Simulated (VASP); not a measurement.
# C (R-3m) in VASP: further runs

Runs on C. Level: PBEsol. Tasks: relaxation of shape and atoms at fixed volume, relaxation of cell and atoms, single point.

All numbers are computed with VASP 6.6.1; they aren't measurements. Logs are shortened: lines on timing, memory, paths and dates and some standing lists are left out, and cuts for length are marked.

## 1. The cell of the first run

Symmetry: R-3m, No. 166, trigonal system. Conventional cell: a = 2.442 Å, b = 2.442 Å, c = 10.769 Å, α = 90.00°, β = 90.00°, γ = 120.00°. C (site symmetry 3m) has 3 C at 1.41 Å within 1.9 Å.

## 2. Relaxation of shape and atoms at fixed volume, PBEsol (9.27 Å³/atom)

The input, INCAR:

```
PREC = Accurate ; ENCUT = 600
EDIFF = 1E-7 ; ISMEAR = 0
SIGMA = 0.01 ; LREAL = False
LASPH = True ; NELM = 120
ALGO = Normal ; ISIF = 4
LWAVE = False ; LCHARG = False
GGA = PS ; IBRION = 2
NSW = 80 ; EDIFFG = -0.001
GGA_COMPAT = False ; NELMIN = 4
```

The input, KPOINTS:

```
Automatic mesh
0
Gamma
  18 18 18
```

The input, POSCAR:

```
C
1.0
    1.2211946564      0.7050570636      3.5896974820
   -1.2211946564      0.7050570636      3.5896974820
    0.0000000000     -1.4101141272      3.5896974820
C
2
Direct
    0.1666410550      0.1666410550      0.1666410550
    0.8333589450      0.8333589450      0.8333589450
```

Potentials or basis: VASP PAW PBE potentials, release 64 (C).

Run with:

```bash
cat potpaw_PBE.64/C/POTCAR > POTCAR
mpirun -np 1 vasp_std > vasp.out
```

OUTCAR:

```text
PREC = Accurate
   ENCUT = 600
   EDIFF = 1E-7
   ISMEAR = 0
   LREAL = False
   LASPH = True
   NELM = 120
   ISIF = 4
   GGA = PS
   IBRION = 2
   NSW = 80
   EDIFFG = -0.001
   NELMIN = 4

 ion  position               nearest neighbor table
   1  0.167  0.167  0.167-   2 1.41   2 1.41   2 1.41
   2  0.833  0.833  0.833-   1 1.41   1 1.41   1 1.41

  LATTYP: Found a trigonal (rhomboedric) cell.
 ALAT       =     3.8567278701
 COS(alpha) =     0.7994781080

  Lattice vectors:

 A1 = (   1.2211946564,   0.7050570636,   3.5896974820)
 A2 = (  -1.2211946564,   0.7050570636,   3.5896974820)
 A3 = (   0.0000000000,  -1.4101141272,   3.5896974820)

Analysis of symmetry for initial positions (statically):
=====================================================================
 Subroutine PRICEL returns:
 Original cell was already a primitive cell.

 Routine SETGRP: Setting up the symmetry group for a
 trigonal (rhombohedral) supercell.

 Subroutine GETGRP returns: Found 12 space group operations
 (whereof 12 operations were pure point group operations)
 out of a pool of 12 trial point group operations.

The static configuration has the point symmetry D_3d.

Analysis of symmetry for dynamics (positions and initial velocities):
=====================================================================
 Subroutine PRICEL returns:
 Original cell was already a primitive cell.

 Routine SETGRP: Setting up the symmetry group for a
 trigonal (rhombohedral) supercell.

 Subroutine GETGRP returns: Found 12 space group operations
 (whereof 12 operations were pure point group operations)
 out of a pool of 12 trial point group operations.

The dynamic configuration has the point symmetry D_3d.

 Subroutine INISYM returns: Found 12 space group operations
 (whereof 12 operations are pure point group operations),
 and found     1 'primitive' translations

----------------------------------------------------------------------------------------

                                     Primitive cell

  volume of cell :      18.5446

  direct lattice vectors                    reciprocal lattice vectors
     1.221194656  0.705057064  3.589697482     0.409435136  0.236387486  0.092858336
    -1.221194656  0.705057064  3.589697482    -0.409435136  0.236387486  0.092858336
     0.000000000 -1.410114127  3.589697482     0.000000000 -0.472774972  0.092858336

  length of vectors
     3.856727870  3.856727870  3.856727870     0.481807892  0.481807892  0.481807892

  position of ions in fractional coordinates (direct lattice)
     0.166641055  0.166641055  0.166641055
     0.833358945  0.833358945  0.833358945

  ion indices of the primitive-cell ions
   primitive index   ion index
                 1           1
                 2           2

----------------------------------------------------------------------------------------

 KPOINTS: Automatic mesh

Automatic generation of k-mesh.
 Grid dimensions read from file:
 generate k-points for:   18   18   18

 Generating k-lattice:

  Cartesian coordinates                     Fractional coordinates (reciprocal lattice)
     0.022746396  0.013132638  0.005158796     0.055555556  0.000000000  0.000000000
    -0.022746396  0.013132638  0.005158796     0.000000000  0.055555556  0.000000000
     0.000000000 -0.026265276  0.005158796     0.000000000  0.000000000  0.055555556

  Length of vectors
     0.026767105  0.026767105  0.026767105

  Shift w.r.t. Gamma in fractional coordinates (k-lattice)
     0.000000000  0.000000000  0.000000000

 Subroutine IBZKPT returns following result:
 ===========================================

 Found    580 irreducible k-points:

 Following reciprocal coordinates:
            Coordinates               Weight
  0.000000  0.000000  0.000000      1.000000
  0.055556 -0.000000 -0.000000      6.000000
  0.111111 -0.000000 -0.000000      6.000000
  0.166667  0.000000 -0.000000      6.000000
  0.222222  0.000000  0.000000      6.000000
  0.277778  0.000000  0.000000      6.000000
[... 16 lines left out ...]
 -0.277778  0.055556 -0.000000     12.000000
 -0.222222  0.055556  0.000000     12.000000
 [... further k-points ...]
   k-points           NKPTS =    580   k-points in BZ     NKDIM =    580   number of bands    NBANDS=      8
   number of dos      NEDOS =    301   number of ions     NIONS =      2
   total plane-waves  NPLWV =  32768
   dimension x,y,z NGX =    32 NGY =   32 NGZ =   32
   dimension x,y,z NGXF=    64 NGYF=   64 NGZF=   64
   ions per type =               2
   NGX,Y,Z   is equivalent  to a cutoff of  13.79, 13.79, 13.79 a.u.
   NGXF,Y,Z  is equivalent  to a cutoff of  27.59, 27.59, 27.59 a.u.
 SYSTEM =  unknown system
   PREC   = accura    normal or accurate (medium, high low for compatibility)
   ISTART =      0    job   : 0-new  1-cont  2-samecut
   ICHARG =      2    charge: 1-file 2-atom 10-const
   ISPIN  =      1    spin polarized calculation?
   LNONCOLLINEAR =      F non collinear calculations
   LSORBIT =      F    spin-orbit coupling
   LASPH  =      T    aspherical Exc in radial PAW
   ENCUT  =  600.0 eV  44.10 Ry    6.64 a.u.   7.70  7.70  7.70*2*pi/ulx,y,z
   NELM   =    120;   NELMIN=  4; NELMDL= -5     # of ELM steps
   EDIFF  = 0.1E-06   stopping-criterion for ELM
   LREAL  =      F    real-space projection
   EDIFFG = -.1E-02   stopping-criterion for IOM
   NSW    =     80    number of steps for IOM
   IBRION =      2    ionic relax: 0-MD 1-quasi-New 2-CG
   NFREE  =      1    steps in history (QN), initial steepest desc. (CG)
   ISIF   =      4    stress and relaxation
   ISYM   =      2    0-nonsym 1-usesym 2-fastsym
   POTIM  = 0.5000    time-step for ionic-motion
   TEBEG  =    0.0;   TEEND  =   0.0 temperature during run
   PSTRESS=    0.0 pullay stress
   NELECT =       8.0000    total number of electrons
   NUPDOWN=      -1.0000    fix difference up-down
   EMIN   =  10.00;   EMAX   =-10.00  energy-range for DOS
   EFERMI =   0.00;   METHOD = LEGACY
   ISMEAR =     0;   SIGMA  =   0.01  broadening in eV -4-tet -1-fermi 0-gaus
   EFERMI_NEDOS =   21; number of points for ismear=-14 and -15
   IALGO  =     38    algorithm
   IMIX   =      4    mixing-type and parameters
     AMIX     =   0.40;   BMIX     =  1.00
     AMIX_MAG =   1.60;   BMIX_MAG =  1.00
  volume/ion in A,a.u.               =       9.27        62.57
  Fermi-wavevector in a.u.,A,eV,Ry     =   1.236988  2.337568 20.818801  1.530139
  Thomas-Fermi vector in A             =   2.371574
   LORBIT       =      0    0 simple, 1 ext, 2 COOP (PROOUT), +10 PAW based schemes
   GGA     = PS    functional components
   LHFCALC =     F    Hartree Fock is set to
   AEXX    =    0.0000 exact exchange contribution
   IVDW    =     0    specifies the selected vdW correction
   LEPSILON=     F    determine dielectric tensor
   LRPA    =     F    only Hartree local field effects (RPA)
 conjugate gradient relaxation of ions
 non-spin polarized calculation
 Gauss-broadening in eV      SIGMA  =   0.01
  energy-cutoff  :      600.00
  volume of cell :       18.54
 maximum number of plane-waves:       635
   NGX = 15   NGY = 15   NGZ = 15

--------------------------------------- Ionic step        1  -------------------------------------------

 number of electron       8.0000000 magnetization

 Free energy of the ion-electron system (eV)
  ---------------------------------------------------
  ext. energy  EPLUGINS =         0.00000000
  ---------------------------------------------------
  free energy    TOTEN  =       -19.28653139 eV

  energy without entropy =      -19.28653139  energy(sigma->0) =      -19.28653139

------------------------ aborting loop because EDIFF is reached ----------------------------------------

  FORCE on cell =-STRESS in cart. coord.  units (eV):
  Direction    XX          YY          ZZ          XY          YZ          ZX
  --------------------------------------------------------------------------------------
  -------------------------------------------------------------------------------------
  Total        1.0076103      1.0076103     -0.0285220      0.0000000     -0.0000000      0.0000000
  in kB       87.0532370     87.0532370     -2.4641815      0.0000000     -0.0000000      0.0000000
  external PRESSURE =      57.2140975 kB  Pullay stress =       0.0000000 kB
[... 165 lines left out ...]
  energy  without entropy=      -19.2939647302  energy(sigma->0) =      -19.29396473

--------------------------------------- Ionic step        6  -------------------------------------------

 number of electron       8.0000000 magnetization

 Free energy of the ion-electron system (eV)
  ---------------------------------------------------
  ext. energy  EPLUGINS =         0.00000000
  ---------------------------------------------------
  free energy    TOTEN  =       -19.29396475 eV

  energy without entropy =      -19.29396475  energy(sigma->0) =      -19.29396475

 E-fermi :   4.0286     XC(G=0): -10.1837

 val. band max:        3.9402599657   @ k =  -0.3333   0.3333   0.0000
 cond. band min:       4.4274916480   @ k =  -0.3333   0.3333   0.0000
 fundamental gap:      0.4872316823
 Fermi energy:         4.0286098127

 k-point     1 :       0.0000    0.0000    0.0000
  band No.  band energies     occupation
      1     -15.4404      2.00000
      2      -2.7015      2.00000
      3       1.2047      2.00000
      4       1.2047      2.00000
      5       7.8362      0.00000
      6      12.5496      0.00000
      7      12.5496      0.00000
      8      15.6651      0.00000
[... 243 lines left out ...]
 k-point    24 :      -0.2222    0.0556    0.0000
  band No.  band energies     occupation
      1     -13.8984      2.00000
      2      -3.2031      2.00000
      3      -1.0495      2.00000
      4      -1.0073      2.00000
      5       9.8702      0.00000
      6      11.3158      0.00000
      7      12.6860      0.00000
      8      17.1895      0.00000

 [... further k-points ...]

------------------------ aborting loop because EDIFF is reached ----------------------------------------

  FORCE on cell =-STRESS in cart. coord.  units (eV):
  Direction    XX          YY          ZZ          XY          YZ          ZX
  --------------------------------------------------------------------------------------
  -------------------------------------------------------------------------------------
  Total       -0.0061768     -0.0061768     -0.0069608      0.0000000     -0.0000000      0.0000000
  in kB       -0.5336505     -0.5336505     -0.6013810      0.0000000     -0.0000000      0.0000000
  external PRESSURE =      -0.5562273 kB  Pullay stress =       0.0000000 kB
[... 17 lines left out ...]
  FREE ENERGIE OF THE ION-ELECTRON SYSTEM (eV)
  ---------------------------------------------------
  free  energy   TOTEN  =       -19.2939647502 eV

  energy  without entropy=      -19.2939647502  energy(sigma->0) =      -19.29396475

 reached required accuracy - stopping structural energy minimisation
```

It took 9.4 min on 1 thread of Intel Xeon Platinum 8375C at 2.90GHz (Ice Lake), shared host; peak memory 0.24 GiB.

Results:

```
Free energy               : -19.2940 eV
Energy gained by relaxing : 3.7 meV/atom
Ionic steps               : 6
Pressure after relaxing   : -0.1 GPa
```

The path:
```tsv
step	energy change (eV)	largest force (eV/Å)	pressure (GPa)	volume (Å³)
1	0.0000	0.0004	5.72	18.54
2	-0.0072	0.0021	-0.97	18.54
3	-0.0074	0.0018	-0.07	18.54
4	-0.0074	0.0018	-0.17	18.54
5	-0.0074	0.0011	-0.05	18.54
6	-0.0074	0.0010	-0.06	18.54
```

Final structure:
```xyz
2
Lattice="1.2300 0.7102 3.5383 -1.2300 0.7102 3.5383 0.0000 -1.4203 3.5383" Properties=species:S:1:pos:R:3 pbc="T T T"
C     0.0000    0.0000    1.7688
C     0.0000    0.0000    8.8461
```

Caveat: this functional lacks dispersion, which binds the layers, so the pressure and a relaxed spacing across them are unreliable; the PAW data sets were made with another functional, which shifts forces and pressure a little.

## 3. Relaxation of cell and atoms, PBEsol

This run uses another cell than the first one, of 9.42 Å³/atom.

The input, INCAR:

```
PREC     = Accurate       # precision mode
ENCUT    = 600            # plane-wave cutoff, eV
EDIFF    = 1E-7           # SCF threshold, eV
ISMEAR   = 0              # smearing method
SIGMA    = 0.01           # smearing width, eV
LREAL    = F              # projectors in reciprocal space
LASPH    = T              # aspherical terms in the spheres
NELM     = 120            # most SCF steps
ALGO     = Normal         # electronic algorithm
ISIF     = 3              # what is computed and relaxed
LWAVE    = F              # write WAVECAR
LCHARG   = F              # write CHGCAR
GGA      = PS             # functional
IBRION   = 2              # ionic algorithm
NSW      = 80             # ionic steps
EDIFFG   = -0.001         # ionic threshold
GGA_COMPAT= F            
NELMIN   = 4
```

The input, KPOINTS:

```
regular mesh
0
Gamma
  18 18 18
```

The input, POSCAR:

```
C
1.0
    1.2294551258      0.7098262478      3.5981014620
   -1.2294551258      0.7098262478      3.5981014620
    0.0000000000     -1.4196524956      3.5981014620
C
2
Direct
    0.1666396020      0.1666396020      0.1666396020
    0.8333603980      0.8333603980      0.8333603980
```

Potentials or basis: VASP PAW PBE potentials, release 64 (C).

Run with:

```bash
cat potpaw_PBE.64/C/POTCAR > POTCAR
mpirun -np 1 vasp_std > vasp.out
```

It took 26 min on 1 thread of Intel Xeon Platinum 8375C at 2.90GHz (Ice Lake), shared host; peak memory 0.24 GiB.

The run converged. Its results:

```
Free energy                           : -19.2949 eV
Relaxed volume                        : 9.23 Å³/atom
Relaxed cell                          : a = 3.797 Å, b = 3.797 Å, c = 3.797 Å, α = 37.80°, β = 37.80°, γ = 37.80°
Space group after relaxing (to 0.1 Å) : R-3m (No. 166)
Energy gained by relaxing             : 0.2 meV/atom
Ionic steps                           : 18
Pressure after relaxing               : 0.0 GPa
```

The path:
```csv
step,energy change (eV),largest force (eV/Å),pressure (GPa),volume (Å³)
1,0.0000,0.0001,0.25,18.84
2,0.0001,0.0002,-0.85,18.88
3,0.0000,0.0000,-0.13,18.85
4,-0.0001,0.0001,-0.10,18.84
5,-0.0001,0.0003,-0.12,18.80
6,-0.0002,0.0008,-0.13,18.72
7,-0.0003,0.0018,-0.14,18.57
8,-0.0003,0.0041,-0.17,18.26
9,-0.0004,0.0025,-0.16,18.47
10,-0.0001,0.0070,1.07,18.38
11,-0.0004,0.0012,0.01,18.46
12,-0.0004,0.0012,0.00,18.46
13,-0.0004,0.0032,0.00,18.46
14,-0.0004,0.0017,0.00,18.46
15,-0.0004,0.0017,-0.01,18.45
16,-0.0004,0.0016,-0.02,18.45
17,-0.0004,0.0016,-0.02,18.45
18,-0.0004,0.0007,-0.01,18.45
```

Final structure:
```
C
1.0
     1.22994    0.71010    3.52116
    -1.22994    0.71010    3.52116
     0.00000   -1.42021    3.52116
C
2
Direct
  0.16663 0.16663 0.16663
  0.83337 0.83337 0.83337
```

Caveat: this functional lacks dispersion, which binds the layers, so the pressure and a relaxed spacing across them are unreliable; the PAW data sets were made with another functional, which shifts forces and pressure a little.

[end of part 1 of 2]
